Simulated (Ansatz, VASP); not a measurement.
Two plane-wave programs on SiO2

```xyz
3
Lattice="-1.1893 1.1893 4.9047 1.1893 -1.1893 4.9047 1.1893 1.1893 -4.9047" Properties=species:S:1:pos:R:3 pbc="T T T"
Si    0.0000    0.0000    0.0000
O     0.0000    0.0000    5.9765
O     0.0000    0.0000    3.8329
```

Alike in both runs: functional r2SCAN; k mesh 20 × 20 × 20; occupations gaussian, width 0.02 eV; no spin polarisation.

Ansatz relaxed the structure, and its values are those at the end. VASP's run is a single point on that final structure, the one shown.

|  | VASP | Ansatz |
| --- | --- | --- |
| version | VASP 6.6.1 | Ansatz 0.2.0 |
| potentials or method | VASP PAW PBE potentials, release 64 (Si, O), cutoff 520 eV | scalar-relativistic, plane waves, PAW |
| valence electrons in the cell | 16 | 16 |

```tsv
	VASP	Ansatz	Ansatz less VASP
gap on the k mesh at the Fermi level (eV)	0.46	0.50	+0.047
least direct gap on the mesh (eV)	0.46	0.50	+0.047
pressure (GPa)	0.9	0.0	-0.90
rms of the force components (eV/Å)	0.028	0.001	-0.0273
```

VASP's potentials were made for PBE, not for r2SCAN.
